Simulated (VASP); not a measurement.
# SiNi3 (Pm-3m) in VASP: a series of runs, part 2 of 2

VASP 6.6.1.

### Step 3. Relaxation of cell and atoms, PBE+D3(BJ)

This run uses another cell than the first one, of 10.78 Å³/atom.

INCAR

```
SYSTEM = SiNi3
PREC     = Accurate       ! precision mode
ENCUT    = 600            ! plane-wave cutoff, eV
EDIFF    = 1E-6           ! SCF threshold, eV
ISMEAR   = 0              ! smearing method
SIGMA    = 0.1            ! smearing width, eV
LREAL    = .False.        ! projectors in reciprocal space
LASPH    = .True.         ! aspherical terms in the spheres
NELM     = 100            ! most SCF steps
ALGO     = Normal         ! electronic algorithm
ISIF     = 3              ! what is computed and relaxed
LWAVE    = .False.        ! write WAVECAR
LCHARG   = .False.        ! write CHGCAR
GGA      = PE             ! functional
IVDW     = 12             ! dispersion correction
IBRION   = 2              ! ionic algorithm
NSW      = 70             ! ionic steps
EDIFFG   = -0.005         ! ionic threshold
```

KPOINTS

```
regular mesh
0
Gamma
  12 12 12
  0 0 0
```

POSCAR

```
SiNi3
1.0
    3.5062675415      0.0000000000      0.0000000000
    0.0000000000      3.5062675415      0.0000000000
    0.0000000000      0.0000000000      3.5062675415
Si Ni
1 3
Direct
    0.0000000000      0.0000000000      0.0000000000
    0.0000000000      0.5000000000      0.5000000000
    0.5000000000      0.0000000000      0.5000000000
    0.5000000000      0.5000000000      0.0000000000
```

Potentials or basis: VASP PAW PBE potentials, release 64 (Si, Ni).

Launch:

```bash
$ cat potpaw_PBE.64/Si/POTCAR potpaw_PBE.64/Ni/POTCAR > POTCAR
$ mpirun -np 1 vasp_std > vasp.out
```

OUTCAR:

```text
SYSTEM = SiNi3
   PREC = Accurate
   ENCUT = 600
   EDIFF = 1E-6
   ISMEAR = 0
   LREAL = .False.
   LASPH = .True.
   NELM = 100
   ISIF = 3
   GGA = PE
   IVDW = 12
   IBRION = 2
   NSW = 70
   EDIFFG = -0.005
 IVDW          = 12

 ion  position               nearest neighbor table
   1  0.000  0.000  0.000-   2 2.48   3 2.48   4 2.48   2 2.48   3 2.48   2 2.48   4 2.48   2 2.48
                             3 2.48   4 2.48   3 2.48   4 2.48
   2  0.000  0.500  0.500-   1 2.48   3 2.48   4 2.48   1 2.48   4 2.48   1 2.48   3 2.48   1 2.48
                             3 2.48   4 2.48   4 2.48   3 2.48
   3  0.500  0.000  0.500-   1 2.48   2 2.48   4 2.48   1 2.48   4 2.48   2 2.48   4 2.48   4 2.48
                             1 2.48   2 2.48   1 2.48   2 2.48
   4  0.500  0.500  0.000-   1 2.48   2 2.48   3 2.48   2 2.48   3 2.48   1 2.48   3 2.48   3 2.48
                             1 2.48   2 2.48   2 2.48   1 2.48

  LATTYP: Found a simple cubic cell.
 ALAT       =     3.5062675415

  Lattice vectors:

 A1 = (   3.5062675415,   0.0000000000,   0.0000000000)
 A2 = (   0.0000000000,   3.5062675415,   0.0000000000)
 A3 = (   0.0000000000,   0.0000000000,   3.5062675415)

Analysis of symmetry for initial positions (statically):
=====================================================================
 Subroutine PRICEL returns:
 Original cell was already a primitive cell.

 Routine SETGRP: Setting up the symmetry group for a
 simple cubic supercell.

[... 155 lines left out ...]
 Gauss-broadening in eV      SIGMA  =   0.10
  energy-cutoff  :      600.00
  volume of cell :       43.11
 maximum number of plane-waves:      1472
   NGX = 15   NGY = 15   NGZ = 15

--------------------------------------- Ionic step        1  -------------------------------------------

 number of electron      33.9999979 magnetization

 Free energy of the ion-electron system (eV)
  ---------------------------------------------------
  ext. energy  EPLUGINS =         0.00000000
  ---------------------------------------------------
  free energy    TOTEN  =       -23.68514202 eV

  energy without entropy =      -23.67479260  energy(sigma->0) =      -23.67996731

------------------------ aborting loop because EDIFF is reached ----------------------------------------

 Edisp (eV)   -1.97561

 E8    (eV) :    -0.8426
[... 117 lines left out ...]
--------------------------------------- Ionic step        4  -------------------------------------------

 number of electron      33.9999971 magnetization

 Free energy of the ion-electron system (eV)
  ---------------------------------------------------
  ext. energy  EPLUGINS =         0.00000000
  ---------------------------------------------------
  free energy    TOTEN  =       -23.64751174 eV

  energy without entropy =      -23.63741727  energy(sigma->0) =      -23.64246451

 E-fermi :  11.2039     XC(G=0): -13.2965

 val. band max:       11.1968582488   @ k =   0.0833   0.0833   0.0000
 cond. band min:      11.2263033782   @ k =   0.4167   0.4167   0.3333
 fundamental gap:      0.0294451294
 Fermi energy:        11.2038889540

 k-point     1 :       0.0000    0.0000    0.0000
  band No.  band energies     occupation
      1      -1.0118      2.00000
      2       6.1004      2.00000
      3       6.9345      2.00000
      4       6.9345      2.00000
      5       7.4791      2.00000
      6       7.4791      2.00000
[... 565 lines left out ...]
     20      15.7803      0.00000
     21      17.4499      0.00000

 [... further k-points ...]

------------------------ aborting loop because EDIFF is reached ----------------------------------------

 Edisp (eV)   -2.05054

 E8    (eV) :    -0.8750
[... 27 lines left out ...]
  FREE ENERGIE OF THE ION-ELECTRON SYSTEM (eV)
  ---------------------------------------------------
  free  energy   TOTEN  =       -25.6980564547 eV

  energy  without entropy=      -25.6879619805  energy(sigma->0) =      -25.69300922

 reached required accuracy - stopping structural energy minimisation
```

OSZICAR:

```text
N       E                     dE             d eps       ncg     rms          rms(c)
DAV:   1     0.213176856908E+03    0.21318E+03   -0.17368E+04  3536   0.240E+03
DAV:   2    -0.151048806687E+02   -0.22828E+03   -0.22055E+03  3528   0.395E+02
DAV:   3    -0.271206388045E+02   -0.12016E+02   -0.11489E+02  3869   0.119E+02
[... 37 lines left out ...]
DAV:   1    -0.236478135819E+02    0.12028E-02   -0.35619E-03  3593   0.968E-01    0.153E-01
DAV:   2    -0.236477754287E+02    0.38153E-04   -0.37808E-03  4027   0.106E+00    0.117E-01
DAV:   3    -0.236475190232E+02    0.25641E-03   -0.10346E-03  3969   0.571E-01    0.236E-02
DAV:   4    -0.236475126511E+02    0.63720E-05   -0.36256E-05  3624   0.465E-02    0.639E-03
DAV:   5    -0.236475117426E+02    0.90852E-06   -0.15496E-06  2774   0.156E-02
   4 F= -.25698056E+02 E0= -.25693009E+02  d E =-.373017E-01
```

CONTCAR:

```text
SiNi3
   1.00000000000000
     3.4644004112549793    0.0000000000000000   -0.0000000000000000
     0.0000000000000000    3.4644004112549793    0.0000000000000000
     0.0000000000000000    0.0000000000000000    3.4644004112549793
  Si              Ni
     1     3
Direct
     0.0000000000000000    0.0000000000000000    0.0000000000000000
     0.0000000000000000    0.5000000000000000    0.5000000000000000
     0.5000000000000000    0.0000000000000000    0.5000000000000000
     0.5000000000000000    0.5000000000000000    0.0000000000000000

  0.00000000E+00  0.00000000E+00  0.00000000E+00
  0.00000000E+00  0.00000000E+00  0.00000000E+00
  0.00000000E+00  0.00000000E+00  0.00000000E+00
  0.00000000E+00  0.00000000E+00  0.00000000E+00
```

It took 2.6 min on 1 thread of Intel Xeon Platinum 8488C (Sapphire Rapids), shared host; peak memory 0.23 GiB.

What came out:

```
Free energy                           : -25.6981 eV
Relaxed volume                        : 10.39 Å³/atom
Relaxed cell                          : a = 3.464 Å, b = 3.464 Å, c = 3.464 Å, α = 90.00°, β = 90.00°, γ = 90.00°
Space group after relaxing (to 0.1 Å) : Pm-3m (No. 221)
Energy gained by relaxing             : 9.3 meV/atom
Ionic steps                           : 4
Pressure after relaxing               : 0.0 GPa
Band gap on the k mesh                : zero (bands 17 and 18 overlap by 0.25 eV)
Dispersion energy per atom            : -0.513 eV
```

The path:
```tsv
step	energy change (eV)	largest force (eV/Å)	pressure (GPa)	volume (Å³)
1	0.0000	0.0000	-7.68	43.11
2	0.0132	0.0000	10.27	39.96
3	-0.0373	0.0000	-0.08	41.61
4	-0.0373	0.0000	0.00	41.58
```

Final structure:
```
Si Ni
1.0
     3.46440    0.00000    0.00000
     0.00000    3.46440    0.00000
     0.00000    0.00000    3.46440
Si Ni
1 3
Direct
  0.00000 0.00000 0.00000
  0.00000 0.50000 0.50000
  0.50000 0.00000 0.50000
  0.50000 0.50000 0.00000
```

Spin polarisation is off, so any magnetic state and its effect on volume and gap are missing.
